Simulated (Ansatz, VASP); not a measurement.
Cl: VASP beside Ansatz

Contents of INCAR:

```
SYSTEM = Cl
  PREC = Accurate
  ENCUT = 520
  EDIFF = 1E-7
  ISMEAR = -1
  SIGMA = 0.1
  LREAL = .False.
  LASPH = .True.
  NELM = 100
  ALGO = Normal
  ISIF = 2
  LWAVE = .False.
  LCHARG = .False.
  NBANDS = 14
```

File KPOINTS:

```
regular mesh
0
Gamma
  15 15 8
  0 0 0
```

Contents of POSCAR:

```
Cl
1.0
    3.1215353569      0.0000000000      0.0000000000
   -1.5607676784      2.7033289179      0.0000000000
    0.0000000000      0.0000000000      3.8793748997
Cl
2
Direct
    0.3333333333      0.6666666667      0.2500000000
    0.6666666667      0.3333333333      0.7500000000
```

Input for Ansatz:

```yaml
crystal:
  lattice:
    - [3.1215353569, 0.0, 0.0]
    - [-1.5607676784, 2.7033289179, 0.0]
    - [0.0, 0.0, 3.8793748997]
  atoms:
    - { symbol: Cl, position: [0.3333333333, 0.6666666667, 0.25] }
    - { symbol: Cl, position: [0.6666666667, 0.3333333333, 0.75] }
kpoints:
  mp_grid: { grid: [15, 15, 8] }
scf:
  occupations: { method: fermi_dirac, width: 0.1 }
hamiltonian:
  xc: lda
  pseudopotentials: { kind: paw }
output:
  forces: true
  stress: true
  eigenvalues: true
  populations: true
```

Change from the starting cell: volume scaled by 0.84, PAW files.

Alike in both runs: task single point; functional LDA; k mesh 15 × 15 × 8; occupations fermi-dirac, width 0.1 eV; no spin polarisation.

```csv
,VASP,Ansatz
version,VASP 6.6.1,Ansatz 0.2.0
potentials or method,"VASP PAW LDA potentials, release 64 (Cl)","PAW with Ansatz's default frozen-core files, scalar-relativistic"
plane-wave cutoff (eV),520,420
valence electrons in the cell,14,14
```

```csv
,VASP,Ansatz,Ansatz less VASP
pressure (GPa),11.4,11.5,+0.05
"traceless stress, the component that is largest in VASP (GPa)",0.08,0.03,-0.047
```

LDA's correlation is that of Perdew and Zunger in VASP and of Perdew and Wang (1992) in Ansatz.
